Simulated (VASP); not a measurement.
# GaN (F-43m) in VASP: notebook, part 2 of 2

VASP 6.6.1. The steps go on from the part before.

**3. Single point, PBEsol**

This run uses another cell than the first one, of 10.99 Å³/atom.

Contents of INCAR:

```
  PREC = Accurate
  ENCUT = 520
  EDIFF = 1E-6
  ISMEAR = 0
  SIGMA = 0.01
  LREAL = False
  LASPH = True
  NELM = 100
  ALGO = Normal
  ISIF = 2
  LWAVE = False
  LCHARG = True
  GGA = PS
  LELF = True
  LVHAR = True
  NBANDS = 16
```

Contents of KPOINTS:

```
Automatic mesh
0
Gamma
  10 10 10
```

Contents of POSCAR:

```
GaN
1.0
    0.0000000000      2.2233497757      2.2233497757
    2.2233497757      0.0000000000      2.2233497757
    2.2233497757      2.2233497757      0.0000000000
Ga N
1 1
Direct
    0.0000000000      0.0000000000      0.0000000000
    0.2500000000      0.2500000000      0.2500000000
```

Potentials or basis: VASP PAW PBE potentials, release 64 (Ga_d, N).

Run with:

```console
cat potpaw_PBE.64/Ga_d/POTCAR potpaw_PBE.64/N/POTCAR > POTCAR
mpirun -np 1 vasp_std > vasp.out
```

OUTCAR:

```text
PREC = Accurate
   ENCUT = 520
   EDIFF = 1E-6
   ISMEAR = 0
   LREAL = False
   LASPH = True
   NELM = 100
   ISIF = 2
   GGA = PS

 ion  position               nearest neighbor table
   1  0.000  0.000  0.000-   2 1.93   2 1.93   2 1.93   2 1.93
   2  0.250  0.250  0.250-   1 1.93   1 1.93   1 1.93   1 1.93

  LATTYP: Found a face centered cubic cell.
 ALAT       =     4.4466995514

  Lattice vectors:

 A1 = (   0.0000000000,   2.2233497757,   2.2233497757)
 A2 = (   2.2233497757,   0.0000000000,   2.2233497757)
 A3 = (   2.2233497757,   2.2233497757,   0.0000000000)

Analysis of symmetry for initial positions (statically):
=====================================================================
 Subroutine PRICEL returns:
 Original cell was already a primitive cell.

 Routine SETGRP: Setting up the symmetry group for a
 face centered cubic supercell.

 Subroutine GETGRP returns: Found 24 space group operations
 (whereof 24 operations were pure point group operations)
 out of a pool of 48 trial point group operations.

The static configuration has the point symmetry T_d .

Analysis of symmetry for dynamics (positions and initial velocities):
=====================================================================
 Subroutine PRICEL returns:
 Original cell was already a primitive cell.

 Routine SETGRP: Setting up the symmetry group for a
 face centered cubic supercell.

 Subroutine GETGRP returns: Found 24 space group operations
 (whereof 24 operations were pure point group operations)
 out of a pool of 48 trial point group operations.

The dynamic configuration has the point symmetry T_d .

 Subroutine INISYM returns: Found 24 space group operations
 (whereof 24 operations are pure point group operations),
 and found     1 'primitive' translations

----------------------------------------------------------------------------------------

                                     Primitive cell

  volume of cell :      21.9813

  direct lattice vectors                    reciprocal lattice vectors
     0.000000000  2.223349776  2.223349776    -0.224885893  0.224885893  0.224885893
     2.223349776  0.000000000  2.223349776     0.224885893 -0.224885893  0.224885893
     2.223349776  2.223349776  0.000000000     0.224885893  0.224885893 -0.224885893

  length of vectors
     3.144291407  3.144291407  3.144291407     0.389513793  0.389513793  0.389513793

  position of ions in fractional coordinates (direct lattice)
     0.000000000  0.000000000  0.000000000
     0.250000000  0.250000000  0.250000000

  ion indices of the primitive-cell ions
   primitive index   ion index
                 1           1
                 2           2

----------------------------------------------------------------------------------------

 KPOINTS: Automatic mesh

Automatic generation of k-mesh.
 Grid dimensions read from file:
 generate k-points for:   10   10   10

 Generating k-lattice:

  Cartesian coordinates                     Fractional coordinates (reciprocal lattice)
    -0.022488589  0.022488589  0.022488589     0.100000000  0.000000000  0.000000000
     0.022488589 -0.022488589  0.022488589     0.000000000  0.100000000  0.000000000
     0.022488589  0.022488589 -0.022488589     0.000000000  0.000000000  0.100000000

  Length of vectors
     0.038951379  0.038951379  0.038951379

  Shift w.r.t. Gamma in fractional coordinates (k-lattice)
     0.000000000  0.000000000  0.000000000

 Subroutine IBZKPT returns following result:
 ===========================================

 Found     47 irreducible k-points:

 Following reciprocal coordinates:
            Coordinates               Weight
  0.000000  0.000000  0.000000      1.000000
  0.100000  0.000000  0.000000      8.000000
  0.200000  0.000000  0.000000      8.000000
  0.300000  0.000000  0.000000      8.000000
  0.400000  0.000000  0.000000      8.000000
  0.500000  0.000000  0.000000      4.000000
[... 16 lines left out ...]
  0.300000  0.300000  0.000000      6.000000
  0.400000  0.300000  0.000000     24.000000
 [... further k-points ...]
   k-points           NKPTS =     47   k-points in BZ     NKDIM =     47   number of bands    NBANDS=     16
   number of dos      NEDOS =    301   number of ions     NIONS =      2
   total plane-waves  NPLWV =  13824
   dimension x,y,z NGX =    24 NGY =   24 NGZ =   24
   dimension x,y,z NGXF=    48 NGYF=   48 NGZF=   48
   ions per type =               1   1
   NGX,Y,Z   is equivalent  to a cutoff of  12.69, 12.69, 12.69 a.u.
   NGXF,Y,Z  is equivalent  to a cutoff of  25.38, 25.38, 25.38 a.u.
 SYSTEM =  unknown system
   PREC   = accura    normal or accurate (medium, high low for compatibility)
   ISTART =      0    job   : 0-new  1-cont  2-samecut
   ICHARG =      2    charge: 1-file 2-atom 10-const
   ISPIN  =      1    spin polarized calculation?
   LNONCOLLINEAR =      F non collinear calculations
   LSORBIT =      F    spin-orbit coupling
   LASPH  =      T    aspherical Exc in radial PAW
   ENCUT  =  520.0 eV  38.22 Ry    6.18 a.u.   5.85  5.85  5.85*2*pi/ulx,y,z
   NELM   =    100;   NELMIN=  2; NELMDL= -5     # of ELM steps
   EDIFF  = 0.1E-05   stopping-criterion for ELM
   LREAL  =      F    real-space projection
   EDIFFG = 0.1E-04   stopping-criterion for IOM
   NSW    =      0    number of steps for IOM
   IBRION =     -1    ionic relax: 0-MD 1-quasi-New 2-CG
   NFREE  =      0    steps in history (QN), initial steepest desc. (CG)
   ISIF   =      2    stress and relaxation
   ISYM   =      2    0-nonsym 1-usesym 2-fastsym
   POTIM  = 0.5000    time-step for ionic-motion
   TEBEG  =    0.0;   TEEND  =   0.0 temperature during run
   PSTRESS=    0.0 pullay stress
   NELECT =      18.0000    total number of electrons
   NUPDOWN=      -1.0000    fix difference up-down
   EMIN   =  10.00;   EMAX   =-10.00  energy-range for DOS
   EFERMI =   0.00;   METHOD = LEGACY
   ISMEAR =     0;   SIGMA  =   0.01  broadening in eV -4-tet -1-fermi 0-gaus
   EFERMI_NEDOS =   21; number of points for ismear=-14 and -15
   IALGO  =     38    algorithm
   IMIX   =      4    mixing-type and parameters
     AMIX     =   0.40;   BMIX     =  1.00
     AMIX_MAG =   1.60;   BMIX_MAG =  1.00
  volume/ion in A,a.u.               =      10.99        74.17
  Fermi-wavevector in a.u.,A,eV,Ry     =   1.531609  2.894321 31.916897  2.345826
  Thomas-Fermi vector in A             =   2.638930
   LORBIT       =      0    0 simple, 1 ext, 2 COOP (PROOUT), +10 PAW based schemes
   GGA     = PS    functional components
   LHFCALC =     F    Hartree Fock is set to
   AEXX    =    0.0000 exact exchange contribution
   IVDW    =     0    specifies the selected vdW correction
   LEPSILON=     F    determine dielectric tensor
   LRPA    =     F    only Hartree local field effects (RPA)
 non-spin polarized calculation
 Gauss-broadening in eV      SIGMA  =   0.01
  energy-cutoff  :      520.00
  volume of cell :       21.98
 maximum number of plane-waves:       609
   NGX = 11   NGY = 11   NGZ = 11

 number of electron      18.0000015 magnetization

 Free energy of the ion-electron system (eV)
  ---------------------------------------------------
  ext. energy  EPLUGINS =         0.00000000
  ---------------------------------------------------
  free energy    TOTEN  =       -13.10684971 eV

  energy without entropy =      -13.10684971  energy(sigma->0) =      -13.10684971

 E-fermi :   5.7010     XC(G=0): -12.1205

 val. band max:        5.6003593839   @ k =   0.0000   0.0000   0.0000
 cond. band min:       7.5416397564   @ k =   0.0000   0.0000   0.0000
 fundamental gap:      1.9412803725
 Fermi energy:         5.7009838155

 k-point     1 :       0.0000    0.0000    0.0000
  band No.  band energies     occupation
      1     -10.6894      2.00000
      2      -7.8470      2.00000
      3      -7.8470      2.00000
      4      -7.8470      2.00000
      5      -7.4783      2.00000
      6      -7.4783      2.00000
[... 8 lines left out ...]
     15      24.5991      0.00000
     16      24.5991      0.00000

 k-point     2 :       0.1000    0.0000    0.0000
  band No.  band energies     occupation
      1     -10.5672      2.00000
      2      -7.8315      2.00000
      3      -7.8315      2.00000
      4      -7.8124      2.00000
      5      -7.4799      2.00000
      6      -7.4799      2.00000
[... 8 lines left out ...]
     15      23.2962      0.00000
     16      23.2962      0.00000
[... 387 lines left out ...]
      5      -7.4212      2.00000
      6      -7.0792      2.00000
[... 8 lines left out ...]
     15      27.9524      0.00000
     16      28.6222      0.00000

 k-point    24 :       0.4000    0.3000    0.0000
  band No.  band energies     occupation
      1      -9.5407      2.00000
      2      -7.7112      2.00000
      3      -7.5916      2.00000
      4      -7.5901      2.00000
      5      -7.4097      2.00000
      6      -6.6122      2.00000
[... 8 lines left out ...]
     15      28.3760      0.00000
     16      28.4590      0.00000

 [... further k-points ...]
[... 5 lines left out ...]
  --------------------------------------------------------------------------------------
  -------------------------------------------------------------------------------------
  Total        0.9264222      0.9264222      0.9264222      0.0000000      0.0000000      0.0000000
  in kB       67.5252473     67.5252473     67.5252473      0.0000000      0.0000000      0.0000000
  external PRESSURE =      67.5252473 kB  Pullay stress =       0.0000000 kB

 VOLUME and BASIS-vectors are now :
 -----------------------------------------------------------------------------
  energy-cutoff  :      520.00
  volume of cell :       21.98
      direct lattice vectors                 reciprocal lattice vectors
     0.000000000  2.223349776  2.223349776    -0.224885893  0.224885893  0.224885893
     2.223349776  0.000000000  2.223349776     0.224885893 -0.224885893  0.224885893
     2.223349776  2.223349776  0.000000000     0.224885893  0.224885893 -0.224885893

 POSITION                                       TOTAL-FORCE (eV/Angst)
 -----------------------------------------------------------------------------------
      0.00000      0.00000      0.00000         0.000000      0.000000      0.000000
      1.11167      1.11167      1.11167        -0.000000     -0.000000     -0.000000
 -----------------------------------------------------------------------------------
    total drift:                                0.000001      0.000001      0.000001

  FREE ENERGIE OF THE ION-ELECTRON SYSTEM (eV)
  ---------------------------------------------------
  free  energy   TOTEN  =       -13.1068497066 eV

  energy  without entropy=      -13.1068497066  energy(sigma->0) =      -13.10684971
```

Wall time 14 s (1 thread of Intel Xeon 8259CL, shared host); peak memory 0.15 GiB.

Results:

- Free energy: -13.1068 eV
- Pressure: 6.8 GPa
- Band gap on the k mesh: 1.94 eV

Levels at points of the mesh, in eV from the valence-band top:
```csv
k point,band 7,band 8,band 9,band 10,band 11,band 12
"(0.00, 0.00, 0.00)",0.00,0.00,0.00,1.94,10.45,10.45
"(0.50, 0.00, 0.00)",-7.39,-1.03,-1.03,4.84,8.83,10.47
"(0.50, 0.50, 0.00)",-6.35,-2.88,-2.88,3.23,6.79,11.87
```

Caveat: the cell stands under pressure; the PAW data sets were made with another functional, which shifts forces and pressure a little.
